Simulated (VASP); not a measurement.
SiC, 2 atoms in the cell. It takes space group F-43m (No. 216, cubic). Conventional cell: a = 4.314 Å, b = 4.314 Å, c = 4.314 Å, α = 90.00°, β = 90.00°, γ = 90.00°. Within 2.5 Å of Si (site symmetry -43m) lie 4 C at 1.87 Å. Within 2.5 Å of C (site symmetry -43m) lie 4 Si at 1.87 Å. 

| Property | Result |
| --- | --- |
| Program | VASP 6.6.1 |
| Task | phonons |
| Functional | r2SCAN |
| Potentials or basis | VASP PAW PBE potentials, release 64 (Si, C) |
| Cutoff | 520 eV |
| k mesh | 10 × 10 × 10 |
| Occupations | gaussian, width 0.01 eV |
| Spin | no spin polarisation |
| Dipole correction | no |
| Further INCAR settings | ALGO = Normal; EDIFF = 1e-08; NBANDS = 11; IBRION = 6; POTIM = 0.015; NSW = 1 |

Potentials or basis: VASP PAW PBE potentials, release 64 (Si, C).

Run with:

```sh
$ cat potpaw_PBE.64/Si/POTCAR potpaw_PBE.64/C/POTCAR > POTCAR
$ mpirun -np 1 vasp_std > vasp.out
```

Hardware: 1 thread of Intel(R) Xeon(R) Platinum 8259CL CPU @ 2.50GHz (Skylake/Cascade Lake), on a shared host.

Task: How long does it take, and how much memory?

Result: Run time: 6.3 min on 1 thread of Intel(R) Xeon(R) Platinum 8259CL CPU @ 2.50GHz (Skylake/Cascade Lake), on a shared host, peak memory 0.19 GiB. Counts: scf iterations 67, k points 47.
